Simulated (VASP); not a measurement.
Set up this calculation in VASP 6.6.1, as the native input.

```
Task                   : single point
Functional             : PBE
Potentials or basis    : VASP PAW PBE potentials, release 64 (Ru_pv, Si)
Cutoff                 : 520 eV
k mesh                 : 12 × 12 × 1
Occupations            : gaussian, width 0.1 eV
Spin                   : no spin polarisation
Dipole correction      : yes
Further INCAR settings : ALGO = Normal; EDIFF = 1e-07; NBANDS = 38
```

The structure of SiRu4 lies in POSCAR:

```
SiRu4
1.0
    2.7197977464      0.0000000000      0.0000000000
   -1.3598988732      2.3554139415      0.0000000000
    0.0000000000      0.0000000000     21.8663388848
Ru Si
4 1
Direct
    0.6666666667      0.3333333333      0.1829295714
    0.3333333333      0.6666666667      0.2811778375
    0.6666666667      0.3333333333      0.3790816284
    0.3333333333      0.6666666667      0.4740774823
    0.8333333333      1.0000000000      0.5704166777
```

One way to write it, as run:

INCAR

```
PREC = Accurate ; ENCUT = 520
EDIFF = 1E-7 ; ISMEAR = 0
SIGMA = 0.1 ; LREAL = False
LASPH = True ; NELM = 80
ALGO = Normal ; ISIF = 2
LWAVE = False ; LCHARG = False
LDIPOL = True ; IDIPOL = 3
DIPOL = 0.5 0.5 0.378 ; GGA = PE
NBANDS = 38
```

KPOINTS

```
Automatic mesh
0
Gamma
  12 12 1
```

Potentials or basis: VASP PAW PBE potentials, release 64 (Ru_pv, Si).

Command:

```sh
$ cat potpaw_PBE.64/Ru_pv/POTCAR potpaw_PBE.64/Si/POTCAR > POTCAR
$ mpirun -np 1 vasp_std > vasp.out
```

Results of the run:

```
Largest force          : 0.877 eV/Å
Band gap on the k mesh : zero (bands 30 and 31 overlap by 2.22 eV)
```

Run time: 8.7 min on 1 thread of AMD EPYC 7R13 Processor (Zen 3), with other jobs on the host, peak memory 0.41 GiB.
